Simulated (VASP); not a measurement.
# C18N in VASP: a series of runs

Runs on C18N. Level: LDA. Tasks: single point.

All numbers are computed with VASP 6.6.1; they aren't measurements. Logs are shortened: lines on timing, memory, paths and dates and some standing lists are left out, and cuts for length are marked.

## Step 1: The cell of the first run

The cell holds a slab with vacuum, 19 atoms: a = 7.398 Å, b = 7.398 Å, c = 13.000 Å, α = 90.00°, β = 90.00°, γ = 120.00°.

## Step 2: Single point, LDA, collinear spin, ferromagnetic start

File INCAR:

```
SYSTEM = C18N
PREC     = Accurate       ! precision mode
ENCUT    = 520            ! plane-wave cutoff, eV
EDIFF    = 1E-7           ! SCF threshold, eV
ISMEAR   = 0              ! smearing method
SIGMA    = 0.02           ! smearing width, eV
LREAL    = Auto         
LASPH    = .TRUE.         ! aspherical terms in the spheres
NELM     = 150            ! most SCF steps
ALGO     = Normal         ! electronic algorithm
ISIF     = 2              ! what is computed and relaxed
LWAVE    = .FALSE.        ! write WAVECAR
LCHARG   = .FALSE.        ! write CHGCAR
ISPIN    = 2              ! spin polarisation
MAGMOM   = 0 0 0 0 0 0 0 0 0 0 0 0 0 0 0 0 0 0 1 ! initial moments
LORBIT   = 11             ! projections on sites
NBANDS   = 58             ! bands
```

File KPOINTS:

```
regular mesh
0
G
  2 2 1
  0 0 0
```

File POSCAR:

```
C18N
1.0
    7.3980000000      0.0000000000      0.0000000000
   -3.6990000000      6.4068560000      0.0000000000
    0.0000000000      0.0000000000     13.0000000000
C N
18 1
Direct
    0.0010662454      0.0061587148      0.0746214330
    0.2252501881      0.1182400250      0.0746251931
   -0.0064509773      0.3355322283      0.0987394468
    0.2328247207      0.4551486213      0.0986313537
    0.0010600628      0.6724093873      0.0746070394
    0.2252203738      0.7844754591      0.0746411986
    0.3368798211      0.0071738102      0.0717481538
    0.5567752929      0.1171098361      0.0706455534
    0.3385727025      0.3377383067      0.0762022894
    0.5575278591      0.4504595602      0.0694673676
    0.3385470679      0.6782666450      0.0762454634
    0.5575191580      0.7845370643      0.0694900579
    0.6688043348      0.0061132798      0.0695331181
    0.8877740621      0.1123823384      0.0763206428
    0.6688153999      0.3401605556      0.0695221985
    0.8877803505      0.4528906748      0.0762774276
    0.6695372877      0.6735194830      0.0705518577
    0.8894298102      0.7834709836      0.0716757423
    0.1133415398      0.3954082264      0.1918394629
```

Potentials or basis: VASP PAW LDA potentials, release 64 (C, N).

The run is started by

```sh
cat potpaw_LDA.64/C/POTCAR potpaw_LDA.64/N/POTCAR > POTCAR
mpirun -np 1 vasp_std > vasp.out
```

OUTCAR:

```text
SYSTEM = C18N
   PREC = Accurate
   ENCUT = 520
   EDIFF = 1E-7
   ISMEAR = 0
   LREAL = Auto
   LASPH = .TRUE.
   NELM = 150
   ISIF = 2
   ISPIN = 2
   LORBIT = 11

 ion  position               nearest neighbor table
   1  0.001  0.006  0.075-  14 1.41  18 1.43   2 1.44
   2  0.225  0.118  0.075-   9 1.41   7 1.43   1 1.44
   3  0.994  0.336  0.099-  19 1.43  16 1.46  14 1.46   4 1.53
   4  0.233  0.455  0.099-  19 1.43  11 1.46   9 1.46   3 1.53
   5  0.001  0.672  0.075-  16 1.41  18 1.43   6 1.44
   6  0.225  0.784  0.075-  11 1.41   7 1.43   5 1.44
   7  0.337  0.007  0.072-   8 1.41   2 1.43   6 1.43
   8  0.557  0.117  0.071-   7 1.41  13 1.43  15 1.43
   9  0.339  0.338  0.076-  10 1.41   2 1.41   4 1.46
  10  0.558  0.450  0.069-   9 1.41  15 1.42  17 1.43
  11  0.339  0.678  0.076-  12 1.41   6 1.41   4 1.46
  12  0.558  0.785  0.069-  11 1.41  13 1.42  17 1.43
  13  0.669  0.006  0.070-  14 1.41  12 1.42   8 1.43
  14  0.888  0.112  0.076-  13 1.41   1 1.41   3 1.46
  15  0.669  0.340  0.070-  16 1.41  10 1.42   8 1.43
  16  0.888  0.453  0.076-  15 1.41   5 1.41   3 1.46
  17  0.670  0.674  0.071-  18 1.41  12 1.43  10 1.43
  18  0.889  0.783  0.072-  17 1.41   1 1.43   5 1.43
  19  0.113  0.395  0.192-   3 1.43   4 1.43

  LATTYP: Found a hexagonal cell.
 ALAT       =     7.3980000000
 C/A-ratio  =     1.7572316842

  Lattice vectors:

 A1 = (   7.3980000000,   0.0000000000,   0.0000000000)
 A2 = (  -3.6990000000,   6.4068560000,   0.0000000000)
 A3 = (   0.0000000000,   0.0000000000,  13.0000000000)

Analysis of symmetry for initial positions (statically):
=====================================================================
 Subroutine PRICEL returns:
 Original cell was already a primitive cell.

 Routine SETGRP: Setting up the symmetry group for a
 hexagonal supercell.

 Subroutine GETGRP returns: Found  1 space group operations
 (whereof  1 operations were pure point group operations)
 out of a pool of 24 trial point group operations.

The static configuration has the point symmetry C_1 .

Analysis of symmetry for dynamics (positions and initial velocities):
=====================================================================
 Subroutine PRICEL returns:
 Original cell was already a primitive cell.

 Routine SETGRP: Setting up the symmetry group for a
 hexagonal supercell.

 Subroutine GETGRP returns: Found  1 space group operations
 (whereof  1 operations were pure point group operations)
 out of a pool of 24 trial point group operations.

The dynamic configuration has the point symmetry C_1 .

Analysis of structural, dynamic, and magnetic symmetry:
=====================================================================
 Subroutine PRICEL returns:
 Original cell was already a primitive cell.

 Routine SETGRP: Setting up the symmetry group for a
 hexagonal supercell.

 Subroutine GETGRP returns: Found  1 space group operations
 (whereof  1 operations were pure point group operations)
 out of a pool of 24 trial point group operations.

The overall configuration has the point symmetry C_1 .

 Subroutine INISYM returns: Found  1 space group operations
 (whereof  1 operations are pure point group operations),
 and found     1 'primitive' translations

----------------------------------------------------------------------------------------

                                     Primitive cell

  volume of cell :     616.1730

  direct lattice vectors                    reciprocal lattice vectors
     7.398000000  0.000000000  0.000000000     0.135171668  0.078041398  0.000000000
    -3.699000000  6.406856000  0.000000000     0.000000000  0.156082796  0.000000000
     0.000000000  0.000000000 13.000000000     0.000000000  0.000000000  0.076923077

  length of vectors
     7.398000000  7.398000054 13.000000000     0.156082797  0.156082796  0.076923077

  position of ions in fractional coordinates (direct lattice)
     0.001066245  0.006158715  0.074621433
     0.225250188  0.118240025  0.074625193
     0.993549023  0.335532228  0.098739447
     0.232824721  0.455148621  0.098631354
[... 72 lines left out ...]
   total plane-waves  NPLWV = 307328
   dimension x,y,z NGX =    56 NGY =   56 NGZ =   98
   dimension x,y,z NGXF=   112 NGYF=  112 NGZF=  196
   ions per type =              18   1
   NGX,Y,Z   is equivalent  to a cutoff of  12.58, 12.58, 12.53 a.u.
   NGXF,Y,Z  is equivalent  to a cutoff of  25.17, 25.17, 25.06 a.u.
 SYSTEM =  C18N
   PREC   = accura    normal or accurate (medium, high low for compatibility)
   ISTART =      0    job   : 0-new  1-cont  2-samecut
   ICHARG =      2    charge: 1-file 2-atom 10-const
   ISPIN  =      2    spin polarized calculation?
   LNONCOLLINEAR =      F non collinear calculations
   LSORBIT =      F    spin-orbit coupling
   LASPH  =      T    aspherical Exc in radial PAW
   ENCUT  =  520.0 eV  38.22 Ry    6.18 a.u.  13.76 13.76 24.17*2*pi/ulx,y,z
   NELM   =    150;   NELMIN=  2; NELMDL= -5     # of ELM steps
   EDIFF  = 0.1E-06   stopping-criterion for ELM
   LREAL  =      T    real-space projection
   EDIFFG = 0.1E-05   stopping-criterion for IOM
   NSW    =      0    number of steps for IOM
   IBRION =     -1    ionic relax: 0-MD 1-quasi-New 2-CG
   NFREE  =      0    steps in history (QN), initial steepest desc. (CG)
   ISIF   =      2    stress and relaxation
   ISYM   =      2    0-nonsym 1-usesym 2-fastsym
   POTIM  = 0.5000    time-step for ionic-motion
   TEBEG  =    0.0;   TEEND  =   0.0 temperature during run
   PSTRESS=    0.0 pullay stress
   NELECT =      77.0000    total number of electrons
   NUPDOWN=      -1.0000    fix difference up-down
   EMIN   =  10.00;   EMAX   =-10.00  energy-range for DOS
   EFERMI =   0.00;   METHOD = LEGACY
   ISMEAR =     0;   SIGMA  =   0.02  broadening in eV -4-tet -1-fermi 0-gaus
   EFERMI_NEDOS =   21; number of points for ismear=-14 and -15
   IALGO  =     38    algorithm
   IMIX   =      4    mixing-type and parameters
     AMIX     =   0.40;   BMIX     =  1.00
     AMIX_MAG =   1.60;   BMIX_MAG =  1.00
  volume/ion in A,a.u.               =      32.43       218.85
  Fermi-wavevector in a.u.,A,eV,Ry     =   0.818473  1.546689  9.114509  0.669898
  Thomas-Fermi vector in A             =   1.929106
   LORBIT       =     11    0 simple, 1 ext, 2 COOP (PROOUT), +10 PAW based schemes
   GGA     = CA    functional components
   LHFCALC =     F    Hartree Fock is set to
   AEXX    =    0.0000 exact exchange contribution
   IVDW    =     0    specifies the selected vdW correction
   LEPSILON=     F    determine dielectric tensor
   LRPA    =     F    only Hartree local field effects (RPA)
 spin polarized calculation
 Gauss-broadening in eV      SIGMA  =   0.02
  energy-cutoff  :      520.00
  volume of cell :      616.17
 maximum number of plane-waves:     16651
 NGX is ok and might be reduce to    56
   NGX = 27   NGY = 27   NGZ = 49

 number of electron      77.0000002 magnetization       0.5000059

 Free energy of the ion-electron system (eV)
  ---------------------------------------------------
  ext. energy  EPLUGINS =         0.00000000
  ---------------------------------------------------
  free energy    TOTEN  =      -186.17805284 eV

  energy without entropy =     -186.17518207  energy(sigma->0) =     -186.17661746

 E-fermi :  -2.7612     XC(G=0):  -3.5744

 val. band max:       -2.7613847649   @ k =   0.5000   0.5000   0.0000
 cond. band min:      -2.7610949886   @ k =   0.0000   0.5000   0.0000
 fundamental gap:      0.0002897763
 Fermi energy:        -2.7611533914

 spin component 1

 k-point     1 :       0.0000    0.0000    0.0000
  band No.  band energies     occupation
      1     -23.2220      1.00000
      2     -21.2370      1.00000
      3     -19.3859      1.00000
      4     -19.3415      1.00000
      5     -19.2522      1.00000
      6     -19.2274      1.00000
[... 201 lines left out ...]
     49       3.5655      0.00000
     50       3.8419      0.00000
 Fermi energy:        -2.7611533914

 spin component 2

 k-point     1 :       0.0000    0.0000    0.0000
  band No.  band energies     occupation
      1     -23.0321      1.00000
      2     -21.1836      1.00000
      3     -19.3814      1.00000
      4     -19.3303      1.00000
      5     -19.2437      1.00000
      6     -19.2241      1.00000
[... 201 lines left out ...]
     49       3.5730      0.00000
     50       3.8476      0.00000
 [bands above 50 left out]

------------------------ aborting loop because EDIFF is reached ----------------------------------------

  FORCE on cell =-STRESS in cart. coord.  units (eV):
  Direction    XX          YY          ZZ          XY          YZ          ZX
  --------------------------------------------------------------------------------------
  -------------------------------------------------------------------------------------
  Total       -5.8132622     -4.5272246      0.1768499     -1.1016049     -0.0111909     -0.0136115
  in kB      -15.1156857    -11.7717216      0.4598463     -2.8644008     -0.0290986     -0.0353927
  external PRESSURE =      -8.8091870 kB  Pullay stress =       0.0000000 kB

 VOLUME and BASIS-vectors are now :
 -----------------------------------------------------------------------------
  energy-cutoff  :      520.00
  volume of cell :      616.17
      direct lattice vectors                 reciprocal lattice vectors
     7.398000000  0.000000000  0.000000000     0.135171668  0.078041398  0.000000000
    -3.699000000  6.406856000  0.000000000     0.000000000  0.156082796  0.000000000
     0.000000000  0.000000000 13.000000000     0.000000000  0.000000000  0.076923077

 POSITION                                       TOTAL-FORCE (eV/Angst)
 -----------------------------------------------------------------------------------
     -0.01489      0.03946      0.97008        -0.003080      0.000741      0.001390
      1.22903      0.75755      0.97013         0.007843     -0.004511     -0.002570
      6.10914      2.14971      1.28361        -0.086189     -0.050220     -0.099218
      0.03884      2.91607      1.28221         0.086844      0.046892     -0.096772
     -2.47940      4.30803      0.96989        -0.004206     -0.006610      0.001126
     -1.23559      5.02602      0.97034         0.012436      0.007923     -0.001706
[... 11 lines left out ...]
      3.68194      5.01959      0.93178        -0.006382     -0.003585      0.000677
     -0.62411      2.53332      2.49391        -0.002126     -0.000397      0.265009
 -----------------------------------------------------------------------------------
    total drift:                                0.014281      0.001188     -0.011135

  FREE ENERGIE OF THE ION-ELECTRON SYSTEM (eV)
  ---------------------------------------------------
  free  energy   TOTEN  =      -186.1780528411 eV

  energy  without entropy=     -186.1751820737  energy(sigma->0) =     -186.17661746

 total charge

# of ion       s       p       d       tot
------------------------------------------
    1        0.853   1.788   0.000   2.640
    2        0.853   1.788   0.000   2.640
    3        0.830   1.799   0.000   2.629
    4        0.830   1.799   0.000   2.629
    5        0.853   1.788   0.000   2.640
    6        0.853   1.788   0.000   2.640
[... 11 lines left out ...]
   18        0.854   1.794   0.000   2.648
   19        1.301   2.376   0.000   3.677
--------------------------------------------------
tot         16.650  34.636   0.000  51.285

 magnetization (x)

# of ion       s       p       d       tot
------------------------------------------
    1       -0.000  -0.002   0.000  -0.003
    2       -0.000  -0.002   0.000  -0.002
    3       -0.001  -0.003   0.000  -0.004
    4       -0.001  -0.003   0.000  -0.004
    5       -0.000  -0.002   0.000  -0.003
    6       -0.000  -0.002   0.000  -0.002
[... 11 lines left out ...]
   18        0.000  -0.000   0.000   0.000
   19        0.007   0.315   0.000   0.322
--------------------------------------------------
tot          0.016   0.333   0.000   0.349
```

Run time: 16 min. Hardware: 1 thread of Intel Xeon 8259CL, shared host; peak memory 0.63 GiB.

What came out:

| Item | Value |
| --- | --- |
| Free energy | -186.1781 eV |
| Largest force | 0.265 eV/Å |
| Net moment | 0.50 μB per cell |
| Site moments | C -0.00, +0.00, +0.01 (each value once); N +0.32 μB |
| Valence electrons inside the program's atomic spheres | C 2.64, 2.63, 2.65 (each value once); N 3.68 |

Forces in eV/Å, atoms in the order of the input:
```
C   -0.003  0.001  0.001
C    0.008 -0.005 -0.003
C   -0.086 -0.050 -0.099
C    0.087  0.047 -0.097
C   -0.004 -0.007  0.001
C    0.012  0.008 -0.002
C    0.001 -0.004 -0.002
C    0.000  0.003 -0.003
C   -0.016  0.009 -0.005
C    0.007  0.001 -0.007
C    0.003  0.004 -0.008
C    0.000  0.002 -0.009
C   -0.007  0.002 -0.004
C    0.007  0.002 -0.016
C   -0.007 -0.009 -0.009
C    0.009  0.004 -0.006
C   -0.002 -0.004  0.001
C   -0.006 -0.004  0.001
N   -0.002  0.000  0.265
```

Caveat: the k points lie up to 0.49 Å⁻¹ apart; there is no dipole correction, which matters where the two faces differ.

## Step 3: Single point, LDA, collinear spin, ferromagnetic start

File INCAR:

```
PREC     = Accurate       # precision mode
ENCUT    = 520            # plane-wave cutoff, eV
EDIFF    = 1E-6           # SCF threshold, eV
ISMEAR   = 0              # smearing method
SIGMA    = 0.02           # smearing width, eV
LREAL    = Auto         
LASPH    = True           # aspherical terms in the spheres
NELM     = 150            # most SCF steps
ALGO     = Normal         # electronic algorithm
ISIF     = 2              # what is computed and relaxed
LWAVE    = False          # write WAVECAR
LCHARG   = False          # write CHGCAR
ISPIN    = 2              # spin polarisation
MAGMOM   = 0 0 0 0 0 0 0 0 0 0 0 0 0 0 0 0 0 0 0.25 # initial moments
LORBIT   = 11             # projections on sites
NBANDS   = 58             # bands
```

File KPOINTS:

```
Automatic mesh
0
Gamma
  2 2 1
```

File POSCAR:

```
C18N
1.0
    7.3980000000      0.0000000000      0.0000000000
   -3.6990000000      6.4068560000      0.0000000000
    0.0000000000      0.0000000000     13.0000000000
C N
18 1
Direct
    0.0010662458      0.0061587150      0.0746214615
    0.2252501974      0.1182400541      0.0746251538
   -0.0064509458      0.3355322798      0.0987394615
    0.2328248091      0.4551486720      0.0986313846
    0.0010600508      0.6724093690      0.0746070769
    0.2252204040      0.7844754120      0.0746412308
    0.3368798557      0.0071738775      0.0717481538
    0.5567752591      0.1171098586      0.0706455385
    0.3385727456      0.3377383540      0.0762023077
    0.5575278698      0.4504596326      0.0694673846
    0.3385471045      0.6782666881      0.0762454615
    0.5575191406      0.7845370647      0.0694900769
    0.6688042819      0.0061132949      0.0695331538
    0.8877739936      0.1123822667      0.0763206154
    0.6688153650      0.3401606030      0.0695222308
    0.8877802665      0.4528906222      0.0762774615
    0.6695372223      0.6735194298      0.0705518462
    0.8894298864      0.7834710192      0.0716757692
    0.1133416165      0.3954082939      0.1918394615
```

Potentials or basis: VASP PAW LDA potentials, release 64 (C, N).

The run is started by

```sh
cat potpaw_LDA.64/C/POTCAR potpaw_LDA.64/N/POTCAR > POTCAR
mpirun -np 1 vasp_std > vasp.out
```

OUTCAR:

```text
PREC = Accurate
   ENCUT = 520
   EDIFF = 1E-6
   ISMEAR = 0
   LREAL = Auto
   LASPH = True
   NELM = 150
   ISIF = 2
   ISPIN = 2
   LORBIT = 11

 ion  position               nearest neighbor table
   1  0.001  0.006  0.075-  14 1.41  18 1.43   2 1.44
   2  0.225  0.118  0.075-   9 1.41   7 1.43   1 1.44
   3  0.994  0.336  0.099-  19 1.43  16 1.46  14 1.46   4 1.53
   4  0.233  0.455  0.099-  19 1.43  11 1.46   9 1.46   3 1.53
   5  0.001  0.672  0.075-  16 1.41  18 1.43   6 1.44
   6  0.225  0.784  0.075-  11 1.41   7 1.43   5 1.44
   7  0.337  0.007  0.072-   8 1.41   2 1.43   6 1.43
[... 685 lines left out ...]
      6.10914      2.14971      1.28361        -0.086181     -0.050241     -0.099201
      0.03884      2.91607      1.28221         0.086823      0.046888     -0.096760
     -2.47940      4.30803      0.96989        -0.004202     -0.006607      0.001131
     -1.23559      5.02602      0.97034         0.012413      0.007956     -0.001705
[... 11 lines left out ...]
      3.68194      5.01959      0.93178        -0.006411     -0.003607      0.000673
     -0.62411      2.53332      2.49391        -0.002131     -0.000402      0.264949
 -----------------------------------------------------------------------------------
    total drift:                                0.014279      0.001191     -0.011402

  FREE ENERGIE OF THE ION-ELECTRON SYSTEM (eV)
  ---------------------------------------------------
  free  energy   TOTEN  =      -186.1780520679 eV

  energy  without entropy=     -186.1751812664  energy(sigma->0) =     -186.17661667

 total charge

# of ion       s       p       d       tot
------------------------------------------
    1        0.853   1.788   0.000   2.640
    2        0.853   1.788   0.000   2.640
    3        0.830   1.799   0.000   2.629
    4        0.830   1.799   0.000   2.629
    5        0.853   1.788   0.000   2.640
    6        0.853   1.788   0.000   2.640
[... 11 lines left out ...]
   18        0.854   1.794   0.000   2.648
   19        1.301   2.376   0.000   3.677
--------------------------------------------------
tot         16.650  34.636   0.000  51.285

 magnetization (x)

# of ion       s       p       d       tot
------------------------------------------
    1       -0.000  -0.002   0.000  -0.003
    2       -0.000  -0.002   0.000  -0.002
    3       -0.001  -0.003   0.000  -0.004
    4       -0.001  -0.003   0.000  -0.004
    5       -0.000  -0.002   0.000  -0.003
    6       -0.000  -0.002   0.000  -0.002
[... 11 lines left out ...]
   18        0.000  -0.000   0.000   0.000
   19        0.007   0.315   0.000   0.322
--------------------------------------------------
tot          0.016   0.333   0.000   0.349
```

It took 14 min on 1 thread of Intel Xeon 8259CL, shared host; peak memory 0.62 GiB.

What came out:

* Free energy: -186.1781 eV
* Largest force: 0.265 eV/Å
* Net moment: 0.50 μB per cell
* Site moments: C -0.00, +0.00, +0.01 (each value once); N +0.32 μB
* Valence electrons inside the program's atomic spheres: C 2.64, 2.63, 2.65 (each value once); N 3.68

Forces on the atoms (eV/Å):
```
C   -0.003  0.001  0.001
C    0.008 -0.005 -0.003
C   -0.086 -0.050 -0.099
C    0.087  0.047 -0.097
C   -0.004 -0.007  0.001
C    0.012  0.008 -0.002
C    0.001 -0.004 -0.002
C    0.000  0.003 -0.003
C   -0.016  0.009 -0.005
C    0.007  0.001 -0.007
C    0.003  0.004 -0.008
C    0.000  0.002 -0.009
C   -0.007  0.002 -0.004
C    0.007  0.002 -0.016
C   -0.007 -0.009 -0.009
C    0.009  0.004 -0.006
C   -0.002 -0.004  0.001
C   -0.006 -0.004  0.001
N   -0.002  0.000  0.265
```

Caveat: the k points lie up to 0.49 Å⁻¹ apart; there is no dipole correction, which matters where the two faces differ.
